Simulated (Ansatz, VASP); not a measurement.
# One calculation of PbS, two programs

```xyz
4
Lattice="0.0000 3.0043 3.0043 3.0052 -0.0009 3.0052 6.0057 6.0058 0.0029" Properties=species:S:1:pos:R:3 pbc="T T T"
Pb    2.9079    2.8796    3.0576
Pb    5.9103    5.8826    3.0587
S    -0.0977   -0.1289    0.0574
S     2.9054    2.8739    0.0588
```

Change from the starting cell: atoms moved at random (sigma 0.15 Å), then relaxed.

Alike in both runs: functional PBE; k mesh 7 × 7 × 7; occupations gaussian, width 0.05 eV; no spin polarisation.

Ansatz relaxed the structure, and its values are those at the end. VASP's run is a single point on that final structure, the one shown.

```csv
,VASP,Ansatz
version,VASP 6.6.1,Ansatz 0.2.0
potentials or method,"VASP PAW PBE potentials, release 64 (Pb_d, S), cutoff 520 eV","scalar-relativistic, plane waves, PAW"
valence electrons in the cell,40,40
```

```tsv
	VASP	Ansatz	Ansatz less VASP
gap on the k mesh at the Fermi level (eV)	0.50	0.49	-0.007
least direct gap on the mesh (eV)	0.50	0.49	-0.007
pressure (GPa)	-0.1	0.0	+0.08
```

Neither program's run includes spin-orbit coupling.
